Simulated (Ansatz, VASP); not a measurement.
As: VASP beside Ansatz

```
CELL_PARAMETERS angstrom
0.00000 2.87445 2.87445
2.87445 0.00000 2.87445
2.87445 2.87445 0.00000
ATOMIC_POSITIONS crystal
As 0.80750 0.89750 0.89750
As 0.19250 0.10250 0.10250
```

Change from the starting cell: shortest bond scaled by 0.82, LAPW.

Alike in both runs: task single point; functional LDA; k mesh 9 × 9 × 9; occupations fermi-dirac, width 0.05 eV; no spin polarisation.

|  | VASP | Ansatz |
| --- | --- | --- |
| version | VASP 6.6.1 | Ansatz 0.2.0 |
| potentials or method | VASP PAW LDA potentials, release 64 (As), cutoff 520 eV | all-electron LAPW, scalar-relativistic |

VASP gave:

| Property | Result |
| --- | --- |
| pressure (GPa) | 15.4 |
| traceless stress, the component that is largest in VASP (GPa) | -12.97 |
| rms of the force components (eV/Å) | 2.894 |

Problem. Estimate Ansatz's values.

Solution. Pressure (GPa): 14.7; traceless stress, the component that is largest in VASP (GPa): -12.39; rms of the force components (eV/Å): 2.773.

LDA's correlation is that of Perdew and Zunger in VASP and of Perdew and Wang (1992) in Ansatz. Atom by atom the forces differ by 0.121 eV/Å (rms over components). Ansatz ran all-electron here, and VASP with PAW potentials.
